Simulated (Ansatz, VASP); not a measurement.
## AlRu in VASP and in Ansatz

```
Al Ru
1.0
     2.97633    0.00000    0.00000
     0.00000    2.97633    0.00000
     0.00000    0.00000    5.95265
Al Ru
2 2
Cartesian
  0.0000 0.0000 -0.0292
  0.0000 0.0000 3.0055
  1.4882 1.4882 1.4882
  1.4882 1.4882 4.4645
```

Change from the starting cell: mode 4 frozen in at +0.000 Å and mode 12 at -0.029 Å (largest displacements).

Alike in both runs: task single point; functional PBEsol; k mesh 16 × 16 × 8; occupations gaussian, width 0.15 eV; no spin polarisation.

|  | VASP | Ansatz |
| --- | --- | --- |
| version | VASP 6.6.1 | Ansatz 0.2.0 |
| potentials or method | VASP PAW PBE potentials, release 64 (Al, Ru_pv), cutoff 520 eV | scalar-relativistic, plane waves, PAW |
| valence electrons in the cell | 34 | 38 |

|  | VASP | Ansatz | Ansatz less VASP |
| --- | --- | --- | --- |
| gap on the k mesh at the Fermi level (eV) | none | none | - |
| pressure (GPa) | 0.2 | 0.1 | -0.12 |
| rms of the force components (eV/Å) | 0.135 | 0.134 | -0.0005 |

VASP's potentials were made for PBE, not for PBEsol, and Ansatz warns of the same on its side. Atom by atom the forces differ by 0.000 eV/Å (rms over components). A gap of «none» marks a metal or a gap that the smearing closes. VASP's potentials hold 34 valence electrons a cell and Ansatz's 38, so a difference there can come from the potentials and not from the codes.
